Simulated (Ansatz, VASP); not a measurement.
**TaCo3 in VASP and in Ansatz**

File INCAR:

```
PREC     = Accurate       # precision mode
ENCUT    = 520            # plane-wave cutoff, eV
EDIFF    = 1E-6           # SCF threshold, eV
ISMEAR   = -1             # smearing method
SIGMA    = 0.08           # smearing width, eV
LREAL    = F              # projectors in reciprocal space
LASPH    = T              # aspherical terms in the spheres
NELM     = 60             # most SCF steps
ALGO     = Normal         # electronic algorithm
ISIF     = 2              # what is computed and relaxed
LWAVE    = F              # write WAVECAR
LCHARG   = F              # write CHGCAR
NBANDS   = 27             # bands
```

The input KPOINTS:

```
Automatic mesh
0
Gamma
  9 9 9
```

Contents of POSCAR:

```
TaCo3
1.0
    3.5950810190      0.0000000000      0.0000000000
    0.0000000000      3.5950810190      0.0000000000
    0.0000000000      0.0000000000      3.5950810190
Ta Co
1 3
Direct
    0.0000000000      0.0000000000      0.0000000000
    0.0000000000      0.5000000000      0.5000000000
    0.5000000000      0.0000000000      0.5000000000
    0.5000000000      0.5000000000      0.0000000000
```

Input for Ansatz:

```yaml
crystal:
  lattice:
    - [3.595081019, 0.0, 0.0]
    - [0.0, 3.595081019, 0.0]
    - [0.0, 0.0, 3.595081019]
  atoms:
    - { symbol: Ta, position: [0.0, 0.0, 0.0] }
    - { symbol: Co, position: [0.0, 0.5, 0.5] }
    - { symbol: Co, position: [0.5, 0.0, 0.5] }
    - { symbol: Co, position: [0.5, 0.5, 0.0] }
kpoints:
  mp_grid: { grid: [9, 9, 9] }
scf:
  occupations: { method: fermi_dirac, width: 0.08 }
  lower_state_search: "off"
hamiltonian:
  xc: lda
  pseudopotentials: { kind: paw }
output:
  forces: true
  stress: true
  eigenvalues: true
```

Change from the starting cell: volume scaled by 0.94, no spin polarisation, PAW files.

Alike in both runs: task single point; functional LDA; k mesh 9 × 9 × 9; occupations fermi-dirac, width 0.08 eV; no spin polarisation.

|  | VASP | Ansatz |
| --- | --- | --- |
| version | VASP 6.6.1 | Ansatz 0.2.0 |
| potentials or method | VASP PAW LDA potentials, release 64 (Ta_pv, Co) | PAW with Ansatz's default frozen-core files, scalar-relativistic |
| plane-wave cutoff (eV) | 520 | 420 |
| valence electrons in the cell | 38 | 64 |

VASP gave:

```
pressure (GPa) : -8.4
```

Q: Estimate Ansatz's values.

A: Pressure (GPa): -8.8.

LDA's correlation is that of Perdew and Zunger in VASP and of Perdew and Wang (1992) in Ansatz. VASP's potentials hold 38 valence electrons a cell and Ansatz's 64, so a difference there can come from the potentials and not from the codes.

Spin-orbit coupling is off throughout.
